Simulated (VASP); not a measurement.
## Si6O11 (a cell with a defect): single point with PBE

Si6O11 (a cell with a defect):

```xyz
17
Lattice="-2.5103 4.3480 0.0000 0.0000 0.0000 5.5093 7.5310 4.3480 0.0000" Properties=species:S:1:pos:R:3 pbc="T T T"
Si   -0.1180    4.3480    1.8364
Si    4.9027    4.3480    1.8364
Si    1.3142    6.4198    3.6728
Si   -1.1962    2.0718    3.6728
Si    1.3142    2.2762    0.0000
Si    3.8245    6.6242    0.0000
O     1.4385    1.1126    1.1325
O     3.9488    5.4606    1.1325
O     0.8276    5.0375    2.9690
O     5.8482    5.0375    2.9690
O     5.2649    6.8940    4.8054
O     0.2443    1.8020    4.3767
O     2.7546    6.1501    4.3767
O    -1.0718    3.2355    2.5403
O     3.9488    3.2355    2.5403
O     2.9889    2.3048   -0.8081
O     5.8482    3.6585    0.7039
```

This cell differs from its parent crystal: atom 16 moved 1.125 of the way to it and -0.125 Å across, host rigid.

```yaml
Program: VASP 6.6.1
Task: single point
Functional: PBE
Potentials_or_basis: VASP PAW PBE potentials, release 64 (Si, O)
Cutoff: 520 eV
k_mesh: 4 × 4 × 2
Occupations: gaussian, width 0.05 eV
Spin: no spin polarisation
```

- Largest force: 23.627 eV/Å

Forces on the atoms (eV/Å):
```
Si   -0.503   0.547   2.421
Si   -0.025  -0.157   0.166
Si   11.902  -2.300 -13.743
Si   -1.399  -0.685   0.033
Si    2.649  -1.448  -2.104
Si   -0.070   0.025  -0.154
O     0.179   0.382  -0.636
O    -0.115   0.045  -0.056
O    -0.267  -1.968  -1.922
O     0.319   0.262   0.158
O     0.484   0.091  -0.274
O     1.201   0.746   0.946
O     1.167  -0.302  -0.072
O     0.687   0.542  -1.161
O    -0.024   0.034  -0.305
O   -16.208   4.120  16.691
O     0.024   0.065   0.014
```

Levels at points of the mesh, in eV from the Fermi level:
```tsv
k point	band 40	band 41	band 42	band 43	band 44	band 45	band 46	band 47	band 48	band 49
(0.00, 0.00, 0.00)	-0.80	-0.69	-0.47	-0.26	-0.14	-0.03	3.90	6.45	6.67	7.26
(0.50, 0.00, 0.00)	-0.76	-0.69	-0.58	-0.04	0.03	0.47	3.15	6.36	6.76	7.98
(0.00, 0.50, 0.00)	-0.98	-0.78	-0.18	-0.13	-0.11	-0.02	3.64	6.73	7.13	8.20
(0.50, 0.50, 0.00)	-0.68	-0.55	-0.53	-0.46	-0.32	0.35	3.34	6.43	6.61	8.27
(0.00, 0.00, 0.50)	-0.77	-0.62	-0.45	-0.29	-0.14	-0.03	3.89	6.22	7.14	7.57
(0.50, 0.00, 0.50)	-0.88	-0.58	-0.51	-0.04	0.01	0.49	3.17	6.35	6.69	7.96
(0.00, 0.50, 0.50)	-0.84	-0.78	-0.41	-0.21	-0.05	0.03	3.64	6.81	7.11	8.24
(0.50, 0.50, 0.50)	-0.65	-0.64	-0.55	-0.27	-0.24	0.30	3.33	6.43	6.61	8.37
```

Run time: 5.7 min on 1 thread of Intel(R) Xeon(R) Platinum 8559C (Emerald Rapids), with other jobs on the host, peak memory 0.42 GiB.

Caveat: the k points lie up to 0.36 Å⁻¹ apart; the cell carries a net charge on a neutralising background, which shifts energy and pressure; the cell differs from its parent crystal (atom 16 moved 1.125 of the way to it and -0.125 Å across, host rigid); the cell is charged against a uniform background, so pressure and absolute levels hang on convention.
